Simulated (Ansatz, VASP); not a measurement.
## One calculation of NaS6, two programs

```
Na S
1.0
     0.00000    3.98958    3.98958
     3.98958    0.00000    3.98958
     3.98958    3.98958    0.00000
Na S
1 6
Direct
  0.50000 0.50000 0.50000
  0.50000 0.00000 0.00000
  0.00000 0.50000 0.50000
  0.00000 0.50000 0.00000
  0.50000 0.00000 0.50000
  0.00000 0.00000 0.50000
  0.50000 0.50000 0.00000
```

Alike in both runs: functional PBE; k mesh 4 × 4 × 4; occupations gaussian, width 0.1 eV; no spin polarisation.

Ansatz relaxed the structure, and its values are those at the end. VASP's run is a single point on that final structure, the one shown.

|  | VASP | Ansatz |
| --- | --- | --- |
| version | VASP 6.6.1 | Ansatz 0.2.0 |
| potentials or method | VASP PAW PBE potentials, release 64 (Na_pv, S), cutoff 520 eV | scalar-relativistic, plane waves, PAW |
| valence electrons in the cell | 43 | 45 |

```tsv
	VASP	Ansatz	Ansatz less VASP
gap on the k mesh at the Fermi level (eV)	none	none	-
pressure (GPa)	-0.2	-0.2	+0.07
```

A gap of «none» marks a metal or a gap that the smearing closes. The functional is the same, so the differences come from potentials, cutoffs and numerics. VASP's potentials hold 43 valence electrons a cell and Ansatz's 45, so a difference there can come from the potentials and not from the codes.
